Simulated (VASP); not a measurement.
**ZrB: single point with PBE**

ZrB:

```xyz
2
Lattice="0.0000 2.3404 2.3404 2.3404 0.0000 2.3404 2.3404 2.3404 0.0000" Properties=species:S:1:pos:R:3 pbc="T T T"
Zr    0.0000    0.0000    0.0000
B     2.3404    2.3404    2.3404
```

```
Program                : VASP 6.6.1
Task                   : single point
Functional             : PBE
Potentials or basis    : VASP PAW PBE potentials, release 64 (Zr_sv, B)
Cutoff                 : 520 eV
k mesh                 : 10 × 10 × 10
Occupations            : fermi-dirac, width 0.05 eV
Spin                   : no spin polarisation
Dipole correction      : no
Further INCAR settings : ALGO = Normal; EDIFF = 1e-07; NBANDS = 14
```

* Pressure: 29.3 GPa

Levels at points of the mesh, in eV from the Fermi level:
```tsv
k point	band 4	band 5	band 6	band 7	band 8	band 9	band 10	band 11	band 12	band 13
(0.00, 0.00, 0.00)	-24.61	-8.30	1.91	1.91	1.91	3.64	3.64	3.77	3.77	3.77
(0.50, 0.00, 0.00)	-24.69	-4.14	-3.70	-1.37	-1.37	5.66	5.66	7.21	8.17	13.12
(0.50, 0.50, 0.00)	-24.92	-6.44	-1.06	-0.37	2.48	2.48	5.37	6.79	6.79	10.40
```

Wall time 42 s on 1 thread of AMD EPYC 7R13, on a shared host, peak memory 0.13 GiB.
